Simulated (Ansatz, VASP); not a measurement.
**Gd in VASP and in Ansatz**

```
Gd
1.0
     0.00000    2.58582    2.58582
     2.58582    0.00000    2.58582
     2.58582    2.58582    0.00000
Gd
1
Direct
  0.00000 0.00000 0.00000
```

Alike in both runs: task single point; functional PBE; k mesh 11 × 11 × 11; occupations fermi-dirac, width 0.05 eV; collinear spin; Hubbard terms Gd f U = 1.0 eV.

|  | VASP | Ansatz |
| --- | --- | --- |
| version | VASP 6.6.1 | Ansatz 0.2.0 |
| potentials or method | VASP PAW PBE potentials, release 64 (Gd), cutoff 520 eV | all-electron LAPW, scalar-relativistic |

VASP gave:

| Quantity | Value |
| --- | --- |
| pressure (GPa) | -1.2 |
| net moment per atom (μB) | 7.74 |
| size of the moment on the site where the two differ most (μB) | 7.05 |

Q: Which values does Ansatz return?

A: Pressure (GPa): -1.2; net moment per atom (μB): 7.74; size of the moment on the site where the two differ most (μB): 7.57.

Site moments also hang on the region over which each program counts them. The programs project onto different local orbitals, so the same U acts differently, and such runs can settle in different states. Ansatz ran all-electron here, and VASP with PAW potentials. Ansatz's warnings: filled band counts differ across k points.

Neither program's run includes spin-orbit coupling.
